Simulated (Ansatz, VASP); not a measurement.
# One calculation of RbBr, two programs

The input INCAR:

```
SYSTEM = RbBr
PREC     = Accurate       ! precision mode
ENCUT    = 520            ! plane-wave cutoff, eV
EDIFF    = 1E-6           ! SCF threshold, eV
ISMEAR   = -1             ! smearing method
SIGMA    = 0.03           ! smearing width, eV
LREAL    = .FALSE.        ! projectors in reciprocal space
LASPH    = .TRUE.         ! aspherical terms in the spheres
NELM     = 60             ! most SCF steps
ALGO     = Normal         ! electronic algorithm
ISIF     = 2              ! what is computed and relaxed
LWAVE    = .FALSE.        ! write WAVECAR
LCHARG   = .TRUE.         ! write CHGCAR
GGA      = PE             ! functional
LELF     = .TRUE.         ! ELF
LVHAR    = .TRUE.       
NBANDS   = 15             ! bands
```

Contents of KPOINTS:

```
Automatic mesh
0
G
  7 7 7
  0 0 0
```

The input POSCAR:

```
RbBr
1.0
    0.0000000000      3.4275000000      3.4275000000
    3.4275000000      0.0000000000      3.4275000000
    3.4275000000      3.4275000000      0.0000000000
Rb Br
1 1
Direct
    0.0000000000      0.0000000000      0.0000000000
    0.5000000000      0.5000000000      0.5000000000
```

Input for Ansatz:

```yaml
crystal:
  lattice:
    - [0.0, 3.4275, 3.4275]
    - [3.4275, 0.0, 3.4275]
    - [3.4275, 3.4275, 0.0]
  atoms:
    - { symbol: Rb, position: [0.0, 0.0, 0.0] }
    - { symbol: Br, position: [0.5, 0.5, 0.5] }
kpoints:
  mp_grid: { grid: [7, 7, 7] }
  band_path:
    path:
      - [0.0, 0.0, 0.0]
      - [0.5, 0.0, 0.5]
      - [0.625, 0.25, 0.625]
      - [0.375, 0.375, 0.75]
      - [0.0, 0.0, 0.0]
      - [0.5, 0.5, 0.5]
      - [0.5, 0.25, 0.75]
      - [0.5, 0.0, 0.5]
    npoints: 5
scf:
  occupations: { method: fermi_dirac, width: 0.03 }
hamiltonian:
  xc: pbe
  pseudopotentials:
    kind: all_electron
    lapw: { basis_error: 0.001 }
    relativity: none
output:
  forces: true
  stress: true
  eigenvalues: true
```

Alike in both runs: task single point; functional PBE; k mesh 7 × 7 × 7; occupations fermi-dirac, width 0.03 eV; no spin polarisation.

|  | VASP | Ansatz |
| --- | --- | --- |
| version | VASP 6.6.1 | Ansatz 0.2.0 |
| potentials or method | VASP PAW PBE potentials, release 64 (Rb_sv, Br), cutoff 520 eV | all-electron LAPW, non-relativistic |

|  | VASP | Ansatz | Ansatz less VASP |
| --- | --- | --- | --- |
| gap on the k mesh at the Fermi level (eV) | 4.36 | 4.65 | +0.291 |
| pressure (GPa) | 1.0 | 1.2 | +0.15 |

Ansatz ran all-electron here, and VASP with PAW potentials.
